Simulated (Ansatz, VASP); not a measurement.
**One calculation of Pt, two programs**

INCAR

```
SYSTEM = Pt
  PREC = Accurate
  ENCUT = 520
  EDIFF = 1E-6
  ISMEAR = 0
  SIGMA = 0.15
  LREAL = .FALSE.
  LASPH = .TRUE.
  NELM = 80
  ALGO = Normal
  ISIF = 2
  LWAVE = .FALSE.
  LCHARG = .TRUE.
  GGA = PS
  LELF = .TRUE.
  LVHAR = .TRUE.
  NBANDS = 11
```

Contents of KPOINTS:

```
regular mesh
0
G
  20 20 20
  0 0 0
```

The input POSCAR:

```
Pt
1.0
    0.0000000000      1.8600050000      2.0557950000
    1.8600050000      0.0000000000      2.0557950000
    1.8600050000      1.8600050000      0.0000000000
Pt
1
Direct
    0.0000000000      0.0000000000      0.0000000000
```

Input for Ansatz:

```yaml
crystal:
  lattice:
    - [0.0, 1.860005, 2.055795]
    - [1.860005, 0.0, 2.055795]
    - [1.860005, 1.860005, 0.0]
  atoms:
    - { symbol: Pt, position: [0.0, 0.0, 0.0] }
basis:
  ecutwfc: 420
kpoints:
  mp_grid: { grid: [20, 20, 20] }
hamiltonian:
  xc: pbesol
scf:
  occupations: { method: gaussian, width: 0.15 }
output:
  forces: true
  stress: true
  eigenvalues: true
```

Change from the starting cell: strain -0.050 along x and y, +0.050 along z, atoms carried along.

Alike in both runs: task single point; functional PBEsol; k mesh 20 × 20 × 20; occupations gaussian, width 0.15 eV; no spin polarisation.

|  | VASP | Ansatz |
| --- | --- | --- |
| version | VASP 6.6.1 | Ansatz 0.2.0 |
| potentials or method | VASP PAW PBE potentials, release 64 (Pt), cutoff 520 eV | scalar-relativistic, plane waves, PAW |
| valence electrons in the cell | 10 | 18 |

Ansatz gave:

| Quantity | Value |
| --- | --- |
| gap on the k mesh at the Fermi level (eV) | none |
| pressure (GPa) | 20.3 |
| traceless stress, the component that is largest in VASP (GPa) | -11.13 |

What did VASP give for the same quantities?

gap on the k mesh at the Fermi level (eV): none; pressure (GPa): 19.9; traceless stress, the component that is largest in VASP (GPa): -11.10.

VASP's potentials were made for PBE, not for PBEsol. A gap of «none» marks a metal or a gap that the smearing closes. VASP's potentials hold 10 valence electrons a cell and Ansatz's 18, so a difference there can come from the potentials and not from the codes.

Spin-orbit coupling is off throughout.
